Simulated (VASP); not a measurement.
Write the native input for VASP 6.6.1 that does the following.

| Quantity | Value |
| --- | --- |
| Task | single point |
| Functional | PBE |
| Potentials or basis | VASP PAW PBE potentials, release 64 (W_sv) |
| Cutoff | 520 eV |
| k mesh | 20 × 20 × 20 |
| Occupations | gaussian, width 0.15 eV |
| Spin | no spin polarisation |
| Dipole correction | no |
| Further INCAR settings | ALGO = Fast; EDIFF = 1e-06; NBANDS = 13 |

The structure of W lies in POSCAR:

```
W
1.0
   -1.6025149771      1.6396050724      1.6396050724
    1.6396050724     -1.6025149771      1.6396050724
    1.6396050724      1.6396050724     -1.6025149771
W
1
Direct
    0.0000000000      0.0000000000      0.0000000000
```

The input as run:

INCAR

```
SYSTEM = W
ALGO = Fast
EDIFF = 1E-6
ENCUT = 520
GGA = PE
ISIF = 2
ISMEAR = 0
LASPH = .TRUE.
LCHARG = .FALSE.
LREAL = .FALSE.
LWAVE = .FALSE.
NBANDS = 13
NELM = 100
PREC = Accurate
SIGMA = 0.15
```

KPOINTS

```
k-points
0
G
  20 20 20
  0 0 0
```

Potentials or basis: VASP PAW PBE potentials, release 64 (W_sv).

Command:

```console
$ cat potpaw_PBE.64/W_sv/POTCAR > POTCAR
$ mpirun -np 1 vasp_std > vasp.out
```

Results of the run:

```yaml
Pressure: -21.8 GPa
Band_gap_on_the_k_mesh: zero (band 7 reaches 13.95 eV, above the bottom of band 8 at 9.12 eV)
```

Caveat: spin-orbit coupling is left out, which moves the levels of the heavy elements.

It used 340 s of CPU time on 1 thread of AMD EPYC 7R13 Processor (Zen 3) (shared host).
